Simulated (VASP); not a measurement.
Input of a VASP 6.6.1 run:

The input INCAR:

```
SYSTEM = N
PREC = Accurate
ENCUT = 520
EDIFF = 1E-6
ISMEAR = -1
SIGMA = 0.1
LREAL = .FALSE.
LASPH = .TRUE.
NELM = 60
ALGO = Normal
ISIF = 2
LWAVE = .FALSE.
LCHARG = .FALSE.
GGA = PS
NBANDS = 12
```

The input KPOINTS:

```
Automatic mesh
0
G
  8 8 7
  0 0 0
```

Contents of POSCAR:

```
N
1.0
    2.5402970435      0.0000000000      0.0000000000
   -1.2701485217      2.1999612806      0.0000000000
    0.0000000000      0.0000000000      2.4662178093
N
2
Direct
    0.6666666667      0.3333333333      0.2500000000
    0.3333333333      0.6666666667      0.7500000000
```

Potentials or basis: VASP PAW PBE potentials, release 64 (N).

Command:

```bash
$ cat potpaw_PBE.64/N/POTCAR > POTCAR
$ mpirun -np 1 vasp_std > vasp.out
```

Problem. Estimate the band gap on the k mesh.

Solution. Zero (band 5 reaches 7.76 eV, above the bottom of band 6 at 4.55 eV).

Problem. What does it give for the pressure?

Solution. -6.5 GPa.

Stress tensor (GPa, compression positive):
```
 -1.82   0.00   0.00
  0.00  -1.82   0.00
  0.00   0.00 -15.85
```

Caveat: the k points lie up to 0.36 Å⁻¹ apart; the PAW data sets were made with another functional, which shifts forces and pressure a little.
